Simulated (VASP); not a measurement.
# KCl (I4/mmm) in VASP: notebook, part 2 of 2

VASP 6.6.1. Earlier steps stand in the parts before.

## 4. Single point, r2SCAN (strain +0.0350 x Voigt [0, 1, 0, 0, 0, 0])

The input, POSCAR:

```
KCl
1.0
    0.0000000000      3.2665635000      3.1561000000
    3.1561000000      0.0000000000      3.1561000000
    3.1561000000      3.2665635000      0.0000000000
K Cl
1 1
Direct
    0.0000000000      0.0000000000      0.0000000000
    0.5000000000      0.5000000000      0.5000000000
```

The input, INCAR.step1:

```
PREC = Accurate
ENCUT = 520
ISMEAR = 0
SIGMA = 0.05
LREAL = F
LASPH = T
NELM = 80
NBANDS = 15
GGA = PE
ALGO = Normal
EDIFF = 1E-4
LWAVE = T
LCHARG = F
```

The input, INCAR.step2:

```
PREC = Accurate
ENCUT = 520
EDIFF = 1E-6
ISMEAR = 0
SIGMA = 0.05
LREAL = F
LASPH = T
NELM = 80
ALGO = Normal
ISIF = 2
LWAVE = F
LCHARG = T
METAGGA = R2SCAN
LMIXTAU = T
LELF = T
LVHAR = T
NBANDS = 15
ISTART = 1
```

The input, KPOINTS:

```
regular mesh
0
Gamma
  6 6 6
```

Potentials or basis: VASP PAW PBE potentials, release 64 (K_sv, Cl).

Launch:

```console
cat potpaw_PBE.64/K_sv/POTCAR potpaw_PBE.64/Cl/POTCAR > POTCAR
cp INCAR.step1 INCAR
mpirun -np 1 vasp_std > vasp.out
cp INCAR.step2 INCAR
mpirun -np 1 vasp_std > vasp.out
```

OUTCAR:

```text
PREC = Accurate
   ENCUT = 520
   EDIFF = 1E-6
   ISMEAR = 0
   LREAL = F
   LASPH = T
   NELM = 80
   ISIF = 2
   METAGGA = R2SCAN
   ISTART = 1

 ion  position               nearest neighbor table
   1  0.000  0.000  0.000-   2 3.16   2 3.16   2 3.16   2 3.16
   2  0.500  0.500  0.500-   1 3.16   1 3.16   1 3.16   1 3.16

  LATTYP: Found a body centered tetragonal cell.
 ALAT       =     4.4633994242
 C/A-ratio  =     1.4637110371

  Lattice vectors:

 A1 = (   0.0000000000,  -3.2665635000,   3.1561000000)
 A2 = (   0.0000000000,  -3.2665635000,  -3.1561000000)
 A3 = (   3.1561000000,   3.2665635000,   0.0000000000)

Analysis of symmetry for initial positions (statically):
=====================================================================
 Subroutine PRICEL returns:
 Original cell was already a primitive cell.

 Routine SETGRP: Setting up the symmetry group for a
 body centered tetragonal supercell.

 Subroutine GETGRP returns: Found 16 space group operations
 (whereof 16 operations were pure point group operations)
 out of a pool of 16 trial point group operations.

The static configuration has the point symmetry D_4h.

Analysis of symmetry for dynamics (positions and initial velocities):
=====================================================================
 Subroutine PRICEL returns:
 Original cell was already a primitive cell.

 Routine SETGRP: Setting up the symmetry group for a
 body centered tetragonal supercell.

 Subroutine GETGRP returns: Found 16 space group operations
 (whereof 16 operations were pure point group operations)
 out of a pool of 16 trial point group operations.

The dynamic configuration has the point symmetry D_4h.

 Subroutine INISYM returns: Found 16 space group operations
 (whereof 16 operations are pure point group operations),
 and found     1 'primitive' translations

----------------------------------------------------------------------------------------

                                     Primitive cell

  volume of cell :      65.0763

  direct lattice vectors                    reciprocal lattice vectors
[... 120 lines left out ...]
  energy-cutoff  :      520.00
  volume of cell :       65.08
 maximum number of plane-waves:      1769
 NGX is ok and might be reduce to    36
   NGX = 17   NGY = 17   NGZ = 17

 number of electron      15.9999999 magnetization

 Free energy of the ion-electron system (eV)
  ---------------------------------------------------
  ext. energy  EPLUGINS =         0.00000000
  ---------------------------------------------------
  free energy    TOTEN  =       -16.49544175 eV

  energy without entropy =      -16.49544175  energy(sigma->0) =      -16.49544175

 E-fermi :  -2.0909     XC(G=0):  -7.7576

 val. band max:       -2.4236788437   @ k =   0.0000   0.0000   0.0000
 cond. band min:       3.2453433369   @ k =   0.0000   0.0000   0.0000
 fundamental gap:      5.6690221806
 Fermi energy:        -2.0909101035

 k-point     1 :       0.0000    0.0000    0.0000
  band No.  band energies     occupation
      1     -30.8052      2.00000
      2     -15.0536      2.00000
      3     -13.5016      2.00000
      4     -13.4930      2.00000
      5     -13.4930      2.00000
      6      -2.4417      2.00000
      7      -2.4237      2.00000
      8      -2.4237      2.00000
      9       3.2453      0.00000
     10       6.4444      0.00000
     11       6.6567      0.00000
     12       6.6567      0.00000
     13       7.5244      0.00000
     14       7.6846      0.00000
[... 401 lines left out ...]
      2     -15.0305      2.00000
      3     -13.5918      2.00000
      4     -13.5614      2.00000
      5     -13.4400      2.00000
      6      -2.9651      2.00000
      7      -2.8394      2.00000
      8      -2.7902      2.00000
      9       5.3282      0.00000
     10       7.0366      0.00000
     11       7.2866      0.00000
     12       8.4634      0.00000
     13       9.4093      0.00000
     14       9.8225      0.00000
     15      10.4906      0.00000

 [... further k-points ...]

------------------------ aborting loop because EDIFF is reached ----------------------------------------

  FORCE on cell =-STRESS in cart. coord.  units (eV):
  Direction    XX          YY          ZZ          XY          YZ          ZX
  --------------------------------------------------------------------------------------
  -------------------------------------------------------------------------------------
  Total       -0.1552253     -0.5710163     -0.1552253      0.0000000     -0.0000000      0.0000000
  in kB       -3.8216455    -14.0584191     -3.8216455      0.0000000     -0.0000000      0.0000000
  external PRESSURE =      -7.2339033 kB  Pullay stress =       0.0000000 kB

 VOLUME and BASIS-vectors are now :
 -----------------------------------------------------------------------------
  energy-cutoff  :      520.00
  volume of cell :       65.08
      direct lattice vectors                 reciprocal lattice vectors
     0.000000000  3.266563500  3.156100000    -0.158423371  0.153066059  0.158423371
     3.156100000  0.000000000  3.156100000     0.158423371 -0.153066059  0.158423371
     3.156100000  3.266563500  0.000000000     0.158423371  0.153066059 -0.158423371

 POSITION                                       TOTAL-FORCE (eV/Angst)
 -----------------------------------------------------------------------------------
      0.00000      0.00000      0.00000         0.000000      0.000000      0.000000
      3.15610      3.26656      3.15610        -0.000000      0.000000     -0.000000
 -----------------------------------------------------------------------------------
    total drift:                                0.000000      0.000000      0.000000

  FREE ENERGIE OF THE ION-ELECTRON SYSTEM (eV)
  ---------------------------------------------------
  free  energy   TOTEN  =       -16.4954417500 eV

  energy  without entropy=      -16.4954417500  energy(sigma->0) =      -16.49544175
```

OUTCAR.step1:

```text
PREC = Accurate
   ENCUT = 520
   ISMEAR = 0
   LREAL = F
   LASPH = T
[... 654 lines left out ...]
 -----------------------------------------------------------------------------------
      0.00000      0.00000      0.00000        -0.000000      0.000000      0.000000
      3.15610      3.26656      3.15610         0.000000      0.000000     -0.000000
 -----------------------------------------------------------------------------------
    total drift:                                0.000000      0.000000      0.000000

  FREE ENERGIE OF THE ION-ELECTRON SYSTEM (eV)
  ---------------------------------------------------
  free  energy   TOTEN  =        -6.8064251095 eV

  energy  without entropy=       -6.8064251095  energy(sigma->0) =       -6.80642511
```

Wall time 58 s (1 thread of Intel Xeon 6975P-C (Granite Rapids), shared host); peak memory 0.22 GiB.

Results:

| Quantity | Value |
| --- | --- |
| Free energy | -16.4954 eV |
| Pressure | -0.7 GPa |
| Band gap on the k mesh | 5.67 eV |

Stress tensor (GPa, compression positive):
```
-0.38  0.00  0.00
 0.00 -1.41  0.00
 0.00  0.00 -0.38
```

Levels at points of the mesh, in eV from the valence-band top:
```
           k point  band 4  band 5  band 6  band 7  band 8  band 9  band 10  band 11  band 12  band 13
(0.00, 0.00, 0.00)  -11.07  -11.07   -0.02    0.00    0.00    5.67     8.87     9.08     9.08     9.95
(0.50, 0.00, 0.00)  -11.07  -10.87   -0.98   -0.30   -0.30    8.00     9.06    11.15    11.20    11.88
(0.50, 0.50, 0.00)  -11.12  -11.12   -0.63   -0.24   -0.23    7.04     9.02    10.49    11.06    11.39
(0.50, 0.00, 0.50)  -11.11  -11.11   -0.67   -0.20   -0.20    7.10     8.99    10.28    10.98    11.37
```

Caveat: the cell differs from its parent crystal (strain +0.0350 x Voigt [0, 1, 0, 0, 0, 0]); the PAW data sets were made with another functional, which shifts forces and pressure a little.

## 5. Single point, r2SCAN (strain +0.0400 x Voigt [0, 1, 0, 0, 0, 0])

The input, POSCAR:

```
KCl
1.0
    0.0000000000      3.2823440000      3.1561000000
    3.1561000000      0.0000000000      3.1561000000
    3.1561000000      3.2823440000      0.0000000000
K Cl
1 1
Direct
    0.0000000000      0.0000000000      0.0000000000
    0.5000000000      0.5000000000      0.5000000000
```

The input, INCAR.step1:

```
SYSTEM = KCl
PREC = Accurate
ENCUT = 520
ISMEAR = 0
SIGMA = 0.05
LREAL = .False.
LASPH = .True.
NELM = 60
NBANDS = 15
GGA = PE
ALGO = Normal
EDIFF = 1E-4
LWAVE = .True.
LCHARG = .False.
```

The input, INCAR.step2:

```
SYSTEM = KCl
PREC = Accurate
ENCUT = 520
EDIFF = 1E-7
ISMEAR = 0
SIGMA = 0.05
LREAL = .False.
LASPH = .True.
NELM = 60
ALGO = Normal
ISIF = 2
LWAVE = .False.
LCHARG = .True.
METAGGA = R2SCAN
LMIXTAU = .True.
LELF = .True.
LVHAR = .True.
NBANDS = 15
ISTART = 1
```

The input, KPOINTS:

```
regular mesh
0
Gamma
  6 6 6
  0 0 0
```

Potentials or basis: VASP PAW PBE potentials, release 64 (K_sv, Cl).

Launch:

```console
cat potpaw_PBE.64/K_sv/POTCAR potpaw_PBE.64/Cl/POTCAR > POTCAR
cp INCAR.step1 INCAR
mpirun -np 1 vasp_std > vasp.out
cp INCAR.step2 INCAR
mpirun -np 1 vasp_std > vasp.out
```

OUTCAR:

```text
SYSTEM = KCl
   PREC = Accurate
   ENCUT = 520
   EDIFF = 1E-7
   ISMEAR = 0
   LREAL = .False.
   LASPH = .True.
   NELM = 60
   ISIF = 2
   METAGGA = R2SCAN
   ISTART = 1

 ion  position               nearest neighbor table
   1  0.000  0.000  0.000-   2 3.16   2 3.16   2 3.16   2 3.16
   2  0.500  0.500  0.500-   1 3.16   1 3.16   1 3.16   1 3.16

  LATTYP: Found a body centered tetragonal cell.
 ALAT       =     4.4633994242
 C/A-ratio  =     1.4707821049

  Lattice vectors:

 A1 = (   0.0000000000,  -3.2823440000,   3.1561000000)
 A2 = (   0.0000000000,  -3.2823440000,  -3.1561000000)
 A3 = (   3.1561000000,   3.2823440000,   0.0000000000)

Analysis of symmetry for initial positions (statically):
=====================================================================
 Subroutine PRICEL returns:
 Original cell was already a primitive cell.

 Routine SETGRP: Setting up the symmetry group for a
 body centered tetragonal supercell.

 Subroutine GETGRP returns: Found 16 space group operations
 (whereof 16 operations were pure point group operations)
 out of a pool of 16 trial point group operations.

The static configuration has the point symmetry D_4h.

Analysis of symmetry for dynamics (positions and initial velocities):
[... 177 lines left out ...]
      9       3.2105      0.00000
     10       6.4059      0.00000
     11       6.6468      0.00000
     12       6.6468      0.00000
     13       7.4924      0.00000
     14       7.6727      0.00000
[... 401 lines left out ...]
      2     -15.0453      2.00000
      3     -13.6185      2.00000
      4     -13.5899      2.00000
      5     -13.4677      2.00000
      6      -2.9776      2.00000
      7      -2.8571      2.00000
      8      -2.8070      2.00000
      9       5.3074      0.00000
     10       7.0157      0.00000
     11       7.2418      0.00000
     12       8.4266      0.00000
     13       9.3942      0.00000
     14       9.7688      0.00000
     15      10.4526      0.00000

 [... further k-points ...]

------------------------ aborting loop because EDIFF is reached ----------------------------------------

  FORCE on cell =-STRESS in cart. coord.  units (eV):
  Direction    XX          YY          ZZ          XY          YZ          ZX
  --------------------------------------------------------------------------------------
  -------------------------------------------------------------------------------------
  Total       -0.1651757     -0.6238085     -0.1651757      0.0000000      0.0000000      0.0000000
  in kB       -4.0470739    -15.2843247     -4.0470739      0.0000000      0.0000000      0.0000000
  external PRESSURE =      -7.7928242 kB  Pullay stress =       0.0000000 kB

 VOLUME and BASIS-vectors are now :
 -----------------------------------------------------------------------------
  energy-cutoff  :      520.00
  volume of cell :       65.39
      direct lattice vectors                 reciprocal lattice vectors
     0.000000000  3.282344000  3.156100000    -0.158423371  0.152330164  0.158423371
     3.156100000  0.000000000  3.156100000     0.158423371 -0.152330164  0.158423371
     3.156100000  3.282344000  0.000000000     0.158423371  0.152330164 -0.158423371

 POSITION                                       TOTAL-FORCE (eV/Angst)
 -----------------------------------------------------------------------------------
      0.00000      0.00000      0.00000         0.000000     -0.000000      0.000000
      3.15610      3.28234      3.15610         0.000000      0.000000      0.000000
 -----------------------------------------------------------------------------------
    total drift:                                0.000000      0.000000      0.000000

  FREE ENERGIE OF THE ION-ELECTRON SYSTEM (eV)
  ---------------------------------------------------
  free  energy   TOTEN  =       -16.4926662730 eV

  energy  without entropy=      -16.4926662730  energy(sigma->0) =      -16.49266627
```

OSZICAR.step1:

```text
N       E                     dE             d eps       ncg     rms          rms(c)
DAV:   1     0.999732832709E+02    0.99973E+02   -0.69470E+03   900   0.943E+02
DAV:   2    -0.824817857884E+00   -0.10080E+03   -0.93530E+02  1134   0.239E+02
DAV:   3    -0.688447906852E+01   -0.60597E+01   -0.60281E+01  1244   0.506E+01
DAV:   4    -0.711028347009E+01   -0.22580E+00   -0.22576E+00  1365   0.880E+00
DAV:   5    -0.711239571024E+01   -0.21122E-02   -0.21122E-02  1251   0.894E-01    0.316E+00
DAV:   6    -0.680768009438E+01    0.30472E+00   -0.44418E-01  1152   0.327E+00    0.257E+00
DAV:   7    -0.679101847267E+01    0.16662E-01   -0.10704E-01  1236   0.181E+00    0.150E+00
DAV:   8    -0.680372262585E+01   -0.12704E-01   -0.17668E-02  1157   0.964E-01    0.176E-01
DAV:   9    -0.680458333574E+01   -0.86071E-03   -0.10587E-03  1201   0.203E-01    0.100E-01
DAV:  10    -0.680519401033E+01   -0.61067E-03   -0.62531E-04   956   0.159E-01    0.196E-02
DAV:  11    -0.680519836528E+01   -0.43550E-05   -0.17334E-05   961   0.261E-02
   1 F= -.68051984E+01 E0= -.68051984E+01  d E =-.127296E-22
```

Wall time 70 s (1 thread of Intel Xeon 6975P-C (Granite Rapids), shared host); peak memory 0.22 GiB.

Results:

```yaml
Free_energy: -16.4927 eV
Pressure: -0.8 GPa
Band_gap_on_the_k_mesh: 5.65 eV
```

Caveat: the cell differs from its parent crystal (strain +0.0400 x Voigt [0, 1, 0, 0, 0, 0]); the PAW data sets were made with another functional, which shifts forces and pressure a little.

## 6. Summary

```tsv
cell	gap on the mesh (eV)	pressure (GPa)
a = 4.508, b = 4.463 Å, angles 60.3, 59.3, 60.3°, 2 atoms	5.72	-0.5
a = 4.531, b = 4.463 Å, angles 60.5, 59.0, 60.5°, 2 atoms	5.69	-0.7
a = 4.542, b = 4.463 Å, angles 60.6, 58.9, 60.6°, 2 atoms	5.67	-0.7
a = 4.554, b = 4.463 Å, angles 60.7, 58.7, 60.7°, 2 atoms	5.65	-0.8
```

Alike in all rows: task single point; level r2SCAN; potentials or basis VASP PAW PBE potentials, release 64 (K_sv, Cl); no spin polarisation; k mesh 6 × 6 × 6; cutoff (eV) 520; smearing gaussian 0.05 eV.

Caveats: the PAW data sets were made with another functional, which shifts forces and pressure a little.

Absolute energies hang on the potentials; compare differences alone.
